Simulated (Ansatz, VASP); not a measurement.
**One calculation of GaN, two programs**

Contents of INCAR:

```
SYSTEM = GaN
PREC = Accurate
ENCUT = 600
EDIFF = 1E-7
ISMEAR = -1
SIGMA = 0.05
LREAL = .False.
LASPH = .True.
NELM = 80
ALGO = Normal
ISIF = 3
LWAVE = .False.
LCHARG = .False.
GGA = CA
IBRION = 2
NSW = 60
EDIFFG = -0.01
```

File KPOINTS:

```
regular mesh
0
Gamma
  10 10 10
  0 0 0
```

Contents of POSCAR:

```
GaN
1.0
    0.0000000000      2.2535006075      2.2535006075
    2.2535006075      0.0000000000      2.2535006075
    2.2535006075      2.2535006075      0.0000000000
Ga N
1 1
Direct
    0.0000000000      0.0000000000      0.0000000000
    0.2500000000      0.2500000000      0.2500000000
```

File input.yaml:

```yaml
crystal:
  lattice:
    - [0.0, 2.2535006075, 2.2535006075]
    - [2.2535006075, 0.0, 2.2535006075]
    - [2.2535006075, 2.2535006075, 0.0]
  atoms:
    - { symbol: Ga, position: [0.0, 0.0, 0.0] }
    - { symbol: "N", position: [0.25, 0.25, 0.25] }
hamiltonian:
  xc: lda
  pseudopotentials: { kind: paw }
kpoints:
  mp_grid: { grid: [10, 10, 10] }
scf:
  occupations: { method: fermi_dirac, width: 0.05 }
output:
  forces: true
  stress: true
relax:
  f_tol: 0.01
  max_steps: 40
  cell: { stress_tol: 0.05 }
```

Alike in both runs: task relaxation of cell and atoms; functional LDA; k mesh 10 × 10 × 10; occupations fermi-dirac, width 0.05 eV; no spin polarisation.

```csv
,VASP,Ansatz
version,VASP 6.6.1,Ansatz 0.2.0
potentials or method,"VASP PAW LDA potentials, release 64 (Ga_d, N)",Ansatz PAW
plane-wave cutoff (eV),600,420
valence electrons in the cell,18,18
```

Ansatz gave:

```
relaxed volume (Å³/atom)                                     : 11.06
relaxed cell length with the largest relative difference (Å) : 3.150
```

**Question.** Estimate VASP's values.

**Answer.** Relaxed volume (Å³/atom): 11.11; relaxed cell length with the largest relative difference (Å): 3.156.

LDA's correlation is that of Perdew and Zunger in VASP and of Perdew and Wang (1992) in Ansatz.

Noted on Ansatz's run: the plane-wave basis is chosen anew once the cell has moved, so the energies of steps on either side of that aren't comparable.
